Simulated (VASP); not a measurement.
Here is a VASP 6.6.1 calculation.

File INCAR:

```
  PREC = Accurate
  ENCUT = 520
  EDIFF = 1E-6
  ISMEAR = 0
  SIGMA = 0.1
  LREAL = F
  LASPH = T
  NELM = 80
  ALGO = Fast
  ISIF = 2
  LWAVE = F
  LCHARG = T
  GGA = PS
  LELF = T
  LVHAR = T
  NBANDS = 16
```

File KPOINTS:

```
regular mesh
0
Gamma
  12 12 12
```

File POSCAR:

```
Al2Au
1.0
    0.0000000000      2.9073300000      2.9073300000
    2.9073300000      0.0000000000      2.9073300000
    2.9073300000      2.9073300000      0.0000000000
Al Au
2 1
Direct
    0.2500000000      0.2500000000      0.2500000000
    0.7500000000      0.7500000000      0.7500000000
    0.0000000000      0.0000000000      0.0000000000
```

Potentials or basis: VASP PAW PBE potentials, release 64 (Al, Au).

Launch:

```sh
$ cat potpaw_PBE.64/Al/POTCAR potpaw_PBE.64/Au/POTCAR > POTCAR
$ mpirun -np 1 vasp_std > vasp.out
```

Predict the pressure.

13.5 GPa.

Predict the band gap on the k mesh.

zero (an odd number of electrons rules out a gap without spin polarisation).

Caveat: the cell differs from its parent crystal (strained); the cell stands under pressure; the PAW data sets were made with another functional, which shifts forces and pressure a little; spin-orbit coupling is left out, which moves the levels of the heavy elements.
